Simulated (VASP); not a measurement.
## CsH (rocksalt type): single point with LDA

CsH (rocksalt type):

```
CELL_PARAMETERS angstrom
0.00000 2.54185 2.54185
2.54185 0.00000 2.54185
2.54185 2.54185 0.00000
ATOMIC_POSITIONS crystal
Cs 0.00000 0.00000 0.00000
H 0.50000 0.50000 0.50000
```

This cell differs from its parent crystal: volume scaled by 0.58.

| Item | Value |
| --- | --- |
| Program | VASP 6.6.1 |
| Task | single point |
| Functional | LDA |
| Potentials or basis | VASP PAW LDA potentials, release 64 (Cs_sv, H_h) |
| Cutoff | 910 eV |
| k mesh | 12 × 12 × 12 |
| Occupations | fermi-dirac, width 0.05 eV |
| Spin | no spin polarisation |

- Pressure: 19.1 GPa
- Band gap on the k mesh: 0.21 eV, indirect (least direct gap 0.41 eV)

Levels at points of the mesh, in eV from the valence-band top:
| k point | band 2 | band 3 | band 4 | band 5 | band 6 | band 7 | band 8 | band 9 |
| --- | --- | --- | --- | --- | --- | --- | --- | --- |
| (0.00, 0.00, 0.00) | -7.88 | -7.88 | -7.88 | -3.22 | 4.16 | 4.16 | 4.16 | 7.75 |
| (0.50, 0.00, 0.00) | -12.26 | -8.36 | -8.36 | 0.00 | 0.41 | 3.39 | 3.39 | 9.33 |
| (0.50, 0.50, 0.00) | -11.56 | -9.35 | -9.35 | -4.43 | 0.21 | 9.40 | 10.88 | 11.25 |

Run time: 55 s on 1 thread of AMD EPYC 7R43 64-Core Processor (Zen 3) (shared host), peak memory 0.18 GiB.

Caveat: spin-orbit coupling is left out, which moves the levels of the heavy elements. A k mesh can miss the band edges.
